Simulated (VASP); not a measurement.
# FeO (Fm-3m) in VASP: notebook

FeO is run at these levels: PBE; tasks: single point.

Program: VASP 6.6.1. These are calculated values, not measurements. Logs are shortened: lines on timing, memory, paths and dates and some standing lists are left out, and cuts for length are marked.

## (1) The cell of the first run

Symmetry: Fm-3m, No. 225, cubic system. The conventional cell has a = 4.223 Å, b = 4.223 Å, c = 4.223 Å, α = 90.00°, β = 90.00°, γ = 90.00°. Fe (site symmetry m-3m) has 6 O at 2.11 Å within 2.8 Å. O (site symmetry m-3m) has 6 Fe at 2.11 Å within 2.8 Å.

## (2) Single point, PBE, collinear spin, ferromagnetic start

The input, INCAR:

```
  PREC = Accurate
  ENCUT = 520
  EDIFF = 1E-6
  ISMEAR = -1
  SIGMA = 0.05
  LREAL = False
  LASPH = True
  NELM = 150
  ALGO = Normal
  ISIF = 2
  LWAVE = False
  LCHARG = True
  ISPIN = 2
  MAGMOM = 3 0
  LORBIT = 11
  LMAXMIX = 4
  GGA = PE
  LELF = True
  LVHAR = True
  NBANDS = 18
```

The input, KPOINTS:

```
Automatic mesh
0
Gamma
  11 11 11
```

The input, POSCAR:

```
FeO
1.0
    0.0000000000      2.1114000555      2.1114000555
    2.1114000555      0.0000000000      2.1114000555
    2.1114000555      2.1114000555      0.0000000000
Fe O
1 1
Direct
    0.0000000000      0.0000000000      0.0000000000
    0.5000000000      0.5000000000      0.5000000000
```

Potentials or basis: VASP PAW PBE potentials, release 64 (Fe, O).

Started as:

```console
$ cat potpaw_PBE.64/Fe/POTCAR potpaw_PBE.64/O/POTCAR > POTCAR
$ mpirun -np 1 vasp_std > vasp.out
```

OUTCAR:

```text
PREC = Accurate
   ENCUT = 520
   EDIFF = 1E-6
   ISMEAR = -1
   LREAL = False
   LASPH = True
   NELM = 150
   ISIF = 2
   ISPIN = 2
   LORBIT = 11
   GGA = PE

 ion  position               nearest neighbor table
   1  0.000  0.000  0.000-   2 2.11   2 2.11   2 2.11   2 2.11   2 2.11   2 2.11
   2  0.500  0.500  0.500-   1 2.11   1 2.11   1 2.11   1 2.11   1 2.11   1 2.11

  LATTYP: Found a face centered cubic cell.
 ALAT       =     4.2228001110

  Lattice vectors:

 A1 = (   0.0000000000,   2.1114000555,   2.1114000555)
 A2 = (   2.1114000555,   0.0000000000,   2.1114000555)
 A3 = (   2.1114000555,   2.1114000555,   0.0000000000)

Analysis of symmetry for initial positions (statically):
=====================================================================
 Subroutine PRICEL returns:
 Original cell was already a primitive cell.

 Routine SETGRP: Setting up the symmetry group for a
 face centered cubic supercell.

 Subroutine GETGRP returns: Found 48 space group operations
 (whereof 48 operations were pure point group operations)
 out of a pool of 48 trial point group operations.

The static configuration has the point symmetry O_h .

Analysis of symmetry for dynamics (positions and initial velocities):
=====================================================================
 Subroutine PRICEL returns:
 Original cell was already a primitive cell.

 Routine SETGRP: Setting up the symmetry group for a
 face centered cubic supercell.

 Subroutine GETGRP returns: Found 48 space group operations
 (whereof 48 operations were pure point group operations)
 out of a pool of 48 trial point group operations.

The dynamic configuration has the point symmetry O_h .

Analysis of structural, dynamic, and magnetic symmetry:
=====================================================================
 Subroutine PRICEL returns:
 Original cell was already a primitive cell.

 Routine SETGRP: Setting up the symmetry group for a
 face centered cubic supercell.

 Subroutine GETGRP returns: Found 48 space group operations
 (whereof 48 operations were pure point group operations)
 out of a pool of 48 trial point group operations.

The overall configuration has the point symmetry O_h .

 Subroutine INISYM returns: Found 48 space group operations
 (whereof 48 operations are pure point group operations),
 and found     1 'primitive' translations

----------------------------------------------------------------------------------------

                                     Primitive cell

  volume of cell :      18.8253

  direct lattice vectors                    reciprocal lattice vectors
     0.000000000  2.111400055  2.111400055    -0.236809694  0.236809694  0.236809694
     2.111400055  0.000000000  2.111400055     0.236809694 -0.236809694  0.236809694
     2.111400055  2.111400055  0.000000000     0.236809694  0.236809694 -0.236809694

  length of vectors
     2.985970594  2.985970594  2.985970594     0.410166421  0.410166421  0.410166421

  position of ions in fractional coordinates (direct lattice)
     0.000000000  0.000000000  0.000000000
     0.500000000  0.500000000  0.500000000

  ion indices of the primitive-cell ions
   primitive index   ion index
                 1           1
                 2           2

----------------------------------------------------------------------------------------

 KPOINTS: Automatic mesh

Automatic generation of k-mesh.
 Grid dimensions read from file:
 generate k-points for:   11   11   11

 Generating k-lattice:

  Cartesian coordinates                     Fractional coordinates (reciprocal lattice)
    -0.021528154  0.021528154  0.021528154     0.090909091  0.000000000  0.000000000
     0.021528154 -0.021528154  0.021528154     0.000000000  0.090909091  0.000000000
     0.021528154  0.021528154 -0.021528154     0.000000000  0.000000000  0.090909091

  Length of vectors
     0.037287856  0.037287856  0.037287856

  Shift w.r.t. Gamma in fractional coordinates (k-lattice)
     0.000000000  0.000000000  0.000000000

 Subroutine IBZKPT returns following result:
 ===========================================

 Found     56 irreducible k-points:

 Following reciprocal coordinates:
            Coordinates               Weight
  0.000000  0.000000  0.000000      1.000000
  0.090909  0.000000  0.000000      8.000000
  0.181818  0.000000  0.000000      8.000000
  0.272727  0.000000  0.000000      8.000000
  0.363636  0.000000  0.000000      8.000000
  0.454545  0.000000  0.000000      8.000000
[... 16 lines left out ...]
 -0.272727  0.181818  0.000000     24.000000
 -0.181818  0.181818  0.000000     12.000000
 [... further k-points ...]
   k-points           NKPTS =     56   k-points in BZ     NKDIM =     56   number of bands    NBANDS=     18
   number of dos      NEDOS =    301   number of ions     NIONS =      2
   total plane-waves  NPLWV =  13824
   dimension x,y,z NGX =    24 NGY =   24 NGZ =   24
   dimension x,y,z NGXF=    48 NGYF=   48 NGZF=   48
   ions per type =               1   1
   NGX,Y,Z   is equivalent  to a cutoff of  13.36, 13.36, 13.36 a.u.
   NGXF,Y,Z  is equivalent  to a cutoff of  26.72, 26.72, 26.72 a.u.
 SYSTEM =  unknown system
   PREC   = accura    normal or accurate (medium, high low for compatibility)
   ISTART =      0    job   : 0-new  1-cont  2-samecut
   ICHARG =      2    charge: 1-file 2-atom 10-const
   ISPIN  =      2    spin polarized calculation?
   LNONCOLLINEAR =      F non collinear calculations
   LSORBIT =      F    spin-orbit coupling
   LASPH  =      T    aspherical Exc in radial PAW
   ENCUT  =  520.0 eV  38.22 Ry    6.18 a.u.   5.55  5.55  5.55*2*pi/ulx,y,z
   NELM   =    150;   NELMIN=  2; NELMDL= -5     # of ELM steps
   EDIFF  = 0.1E-05   stopping-criterion for ELM
   LREAL  =      F    real-space projection
   EDIFFG = 0.1E-04   stopping-criterion for IOM
   NSW    =      0    number of steps for IOM
   IBRION =     -1    ionic relax: 0-MD 1-quasi-New 2-CG
   NFREE  =      0    steps in history (QN), initial steepest desc. (CG)
   ISIF   =      2    stress and relaxation
   ISYM   =      2    0-nonsym 1-usesym 2-fastsym
   POTIM  = 0.5000    time-step for ionic-motion
   TEBEG  =    0.0;   TEEND  =   0.0 temperature during run
   PSTRESS=    0.0 pullay stress
   NELECT =      14.0000    total number of electrons
   NUPDOWN=      -1.0000    fix difference up-down
   EMIN   =  10.00;   EMAX   =-10.00  energy-range for DOS
   EFERMI =   0.00;   METHOD = LEGACY
   ISMEAR =    -1;   SIGMA  =   0.05  broadening in eV -4-tet -1-fermi 0-gaus
   EFERMI_NEDOS =   21; number of points for ismear=-14 and -15
   IALGO  =     38    algorithm
   IMIX   =      4    mixing-type and parameters
     AMIX     =   0.40;   BMIX     =  1.00
     AMIX_MAG =   1.60;   BMIX_MAG =  1.00
  volume/ion in A,a.u.               =       9.41        63.52
  Fermi-wavevector in a.u.,A,eV,Ry     =   1.483213  2.802867 29.931757  2.199922
  Thomas-Fermi vector in A             =   2.596903
   LORBIT       =     11    0 simple, 1 ext, 2 COOP (PROOUT), +10 PAW based schemes
   GGA     = PE    functional components
   LHFCALC =     F    Hartree Fock is set to
   AEXX    =    0.0000 exact exchange contribution
   IVDW    =     0    specifies the selected vdW correction
   LEPSILON=     F    determine dielectric tensor
   LRPA    =     F    only Hartree local field effects (RPA)
 spin polarized calculation
  energy-cutoff  :      520.00
  volume of cell :       18.83
 maximum number of plane-waves:       532
 NGX is ok and might be reduce to    24
   NGX = 11   NGY = 11   NGZ = 11

 number of electron      14.0000002 magnetization       3.9971829

 Free energy of the ion-electron system (eV)
  ---------------------------------------------------
  ext. energy  EPLUGINS =         0.00000000
  ---------------------------------------------------
  free energy    TOTEN  =       -14.88817024 eV

  energy without entropy =      -14.87706735  energy(sigma->0) =      -14.88261879

 E-fermi :   6.8863     XC(G=0): -12.5098

 val. band max:        6.8858121496   @ k =  -0.3636   0.2727   0.0909
 cond. band min:       6.9007104822   @ k =  -0.1818   0.0909   0.0000
 fundamental gap:      0.0148983327
 Fermi energy:         6.8863279180

 spin component 1

 k-point     1 :       0.0000    0.0000    0.0000
  band No.  band energies     occupation
      1     -14.3530      1.00000
      2       2.8719      1.00000
      3       2.8719      1.00000
      4       2.8719      1.00000
      5       2.9488      1.00000
      6       2.9488      1.00000
[... 10 lines left out ...]
     17      28.6994      0.00000
     18      31.4791      0.00000
[... 463 lines left out ...]
 k-point    24 :      -0.1818    0.1818    0.0000
  band No.  band energies     occupation
      1     -13.5621      1.00000
      2      -0.7635      1.00000
      3       0.3793      1.00000
      4       0.8809      1.00000
      5       3.3454      1.00000
      6       3.6816      1.00000
[... 10 lines left out ...]
     17      34.4737      0.00000
     18      36.1913      0.00000

 [... further k-points ...]

 spin component 2

 k-point     1 :       0.0000    0.0000    0.0000
  band No.  band energies     occupation
      1     -13.7978      1.00000
      2       3.4593      1.00000
      3       3.4593      1.00000
      4       3.4593      1.00000
      5       6.0669      1.00000
      6       6.0672      1.00000
[... 10 lines left out ...]
     17      30.3194      0.00000
     18      32.6000      0.00000
[... 463 lines left out ...]
 k-point    24 :      -0.1818    0.1818    0.0000
  band No.  band energies     occupation
      1     -12.9923      1.00000
      2       0.1325      1.00000
      3       1.8691      1.00000
      4       1.9197      1.00000
      5       6.5987      0.99684
      6       6.8404      0.71463
[... 10 lines left out ...]
     17      35.2827      0.00000
     18      36.9926      0.00000

 [... further k-points ...]

------------------------ aborting loop because EDIFF is reached ----------------------------------------

  FORCE on cell =-STRESS in cart. coord.  units (eV):
  Direction    XX          YY          ZZ          XY          YZ          ZX
  --------------------------------------------------------------------------------------
  -------------------------------------------------------------------------------------
  Total        1.5441507      1.5441507      1.5441507     -0.0000000      0.0000000     -0.0000000
  in kB      131.4191598    131.4191598    131.4191598     -0.0000000      0.0000000     -0.0000000
  external PRESSURE =     131.4191598 kB  Pullay stress =       0.0000000 kB

 VOLUME and BASIS-vectors are now :
 -----------------------------------------------------------------------------
  energy-cutoff  :      520.00
  volume of cell :       18.83
      direct lattice vectors                 reciprocal lattice vectors
     0.000000000  2.111400055  2.111400055    -0.236809694  0.236809694  0.236809694
     2.111400055  0.000000000  2.111400055     0.236809694 -0.236809694  0.236809694
     2.111400055  2.111400055  0.000000000     0.236809694  0.236809694 -0.236809694

 POSITION                                       TOTAL-FORCE (eV/Angst)
 -----------------------------------------------------------------------------------
      0.00000      0.00000      0.00000        -0.000000      0.000000      0.000000
      2.11140      2.11140      2.11140         0.000000      0.000000      0.000000
 -----------------------------------------------------------------------------------
    total drift:                                0.000000     -0.000000     -0.000000

  FREE ENERGIE OF THE ION-ELECTRON SYSTEM (eV)
  ---------------------------------------------------
  free  energy   TOTEN  =       -14.8881702369 eV

  energy  without entropy=      -14.8770673451  energy(sigma->0) =      -14.88261879

 total charge

# of ion       s       p       d       tot
------------------------------------------
    1        0.306   0.403   6.133   6.841
    2        1.557   3.472   0.000   5.029
--------------------------------------------------
tot          1.863   3.874   6.133  11.870

 magnetization (x)

# of ion       s       p       d       tot
------------------------------------------
    1        0.027   0.023   3.557   3.607
    2        0.033   0.281   0.000   0.314
--------------------------------------------------
tot          0.060   0.304   3.557   3.921
```

Wall time 32 s (1 thread of Intel Xeon Platinum 8259CL at 2.50GHz (Skylake/Cascade Lake), shared host); peak memory 0.17 GiB.

What came out:

- Free energy: -14.8882 eV
- Pressure: 13.1 GPa
- Band gap on the k mesh: zero (filled and empty bands overlap)
- Net moment: 4.00 μB per cell
- Site moments: Fe +3.61; O +0.31 μB
- Valence electrons inside the program's atomic spheres: Fe 6.84; O 5.03

Levels at points of the mesh, in eV from the Fermi level:
Spin up:
| k point | band 5 | band 6 | band 7 | band 8 | band 9 | band 10 | band 11 | band 12 | band 13 | band 14 |
| --- | --- | --- | --- | --- | --- | --- | --- | --- | --- | --- |
| (0.00, 0.00, 0.00) | -3.94 | -3.94 | -3.94 | -3.68 | -3.68 | 0.46 | 15.69 | 17.57 | 17.57 | 17.57 |
Spin down:
| k point | band 1 | band 2 | band 3 | band 4 | band 5 | band 6 | band 7 | band 8 | band 9 | band 10 |
| --- | --- | --- | --- | --- | --- | --- | --- | --- | --- | --- |
| (0.00, 0.00, 0.00) | -20.68 | -3.43 | -3.43 | -3.43 | -0.82 | -0.82 | -0.82 | 0.17 | 0.17 | 1.27 |

Caveat: a cell with one magnetic atom can't hold antiferromagnetic order, which such compounds often take; semilocal functionals often make such compounds metallic where correlation or magnetic order opens a gap, which also shifts bond lengths. With open d or f shells a metallic result of PBE can be an artefact of self-interaction; +U or a hybrid may open a gap.

## (3) Single point, PBE, collinear spin, ferromagnetic start

The input, INCAR:

```
SYSTEM = FeO
PREC = Accurate
ENCUT = 520
EDIFF = 1E-6
ISMEAR = -1
SIGMA = 0.05
LREAL = .FALSE.
LASPH = .TRUE.
NELM = 150
ALGO = Normal
ISIF = 2
LWAVE = .FALSE.
LCHARG = .FALSE.
ISPIN = 2
MAGMOM = 3 0
LORBIT = 11
LMAXMIX = 4
GGA = PE
NBANDS = 18
```

The input, KPOINTS:

```
regular mesh
0
G
  11 11 11
  0 0 0
```

POSCAR is that of step 2.

Potentials or basis: VASP PAW PBE potentials, release 64 (Fe, O).

Started as:

```console
$ cat potpaw_PBE.64/Fe/POTCAR potpaw_PBE.64/O/POTCAR > POTCAR
$ mpirun -np 1 vasp_std > vasp.out
```

OUTCAR:

```text
SYSTEM = FeO
   PREC = Accurate
   ENCUT = 520
   EDIFF = 1E-6
   ISMEAR = -1
   LREAL = .FALSE.
   LASPH = .TRUE.
   NELM = 150
   ISIF = 2
   ISPIN = 2
   LORBIT = 11
   GGA = PE

 ion  position               nearest neighbor table
   1  0.000  0.000  0.000-   2 2.11   2 2.11   2 2.11   2 2.11   2 2.11   2 2.11
   2  0.500  0.500  0.500-   1 2.11   1 2.11   1 2.11   1 2.11   1 2.11   1 2.11

  LATTYP: Found a face centered cubic cell.
 ALAT       =     4.2228001110

  Lattice vectors:

 A1 = (   0.0000000000,   2.1114000555,   2.1114000555)
 A2 = (   2.1114000555,   0.0000000000,   2.1114000555)
 A3 = (   2.1114000555,   2.1114000555,   0.0000000000)
[... 1221 lines left out ...]

 VOLUME and BASIS-vectors are now :
 -----------------------------------------------------------------------------
  energy-cutoff  :      520.00
  volume of cell :       18.83
      direct lattice vectors                 reciprocal lattice vectors
     0.000000000  2.111400055  2.111400055    -0.236809694  0.236809694  0.236809694
     2.111400055  0.000000000  2.111400055     0.236809694 -0.236809694  0.236809694
     2.111400055  2.111400055  0.000000000     0.236809694  0.236809694 -0.236809694

 POSITION                                       TOTAL-FORCE (eV/Angst)
 -----------------------------------------------------------------------------------
      0.00000      0.00000      0.00000        -0.000000      0.000000      0.000000
      2.11140      2.11140      2.11140         0.000000      0.000000      0.000000
 -----------------------------------------------------------------------------------
    total drift:                                0.000000     -0.000000     -0.000000

  FREE ENERGIE OF THE ION-ELECTRON SYSTEM (eV)
  ---------------------------------------------------
  free  energy   TOTEN  =       -14.8881702369 eV

  energy  without entropy=      -14.8770673451  energy(sigma->0) =      -14.88261879

 total charge

# of ion       s       p       d       tot
------------------------------------------
    1        0.306   0.403   6.133   6.841
    2        1.557   3.472   0.000   5.029
--------------------------------------------------
tot          1.863   3.874   6.133  11.870

 magnetization (x)

# of ion       s       p       d       tot
------------------------------------------
    1        0.027   0.023   3.557   3.607
    2        0.033   0.281   0.000   0.314
--------------------------------------------------
tot          0.060   0.304   3.557   3.921
```

It took 46 s on 1 thread of Intel Xeon Platinum 8259CL at 2.50GHz (Skylake/Cascade Lake), shared host; peak memory 0.17 GiB.

Results:

- Free energy: -14.8882 eV
- Pressure: 13.1 GPa
- Band gap on the k mesh: zero (filled and empty bands overlap)
- Net moment: 4.00 μB per cell
- Site moments: Fe +3.61; O +0.31 μB
- Valence electrons inside the program's atomic spheres: Fe 6.84; O 5.03

Caveat: a cell with one magnetic atom can't hold antiferromagnetic order, which such compounds often take; semilocal functionals often make such compounds metallic where correlation or magnetic order opens a gap, which also shifts bond lengths. With open d or f shells a metallic result of PBE can be an artefact of self-interaction; +U or a hybrid may open a gap.
